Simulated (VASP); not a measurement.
Runs of VASP 6.6.1 on CaO. The structure is that of space group Fm-3m (No. 225), or close to it. The cells are those of the table. 

```csv
cell,k mesh,gap on the mesh (eV),pressure (GPa)
"a = 3.312 Å, angles 60.0°, 2 atoms",14 × 14 × 14,3.60,(a)
"a = 2.991 Å, angles 60.0°, 2 atoms",14 × 14 × 14,3.07,102.7
"a = 3.050 Å, angles 60.0°, 2 atoms",14 × 14 × 14,(b),77.1
"a = 3.126 Å, angles 60.0°, 2 atoms",10 × 10 × 10,3.38,51.6
```

Alike in all rows: task single point; level PBE; potentials or basis VASP PAW PBE potentials, release 64 (Ca_sv, O); no spin polarisation; cutoff (eV) 600; smearing gaussian 0.02 eV.

Question: Estimate the missing entries.

Answer: (a) 12.7; (b) 3.23.

Caveats: the cell stands under pressure.

A k mesh can miss the band edges.
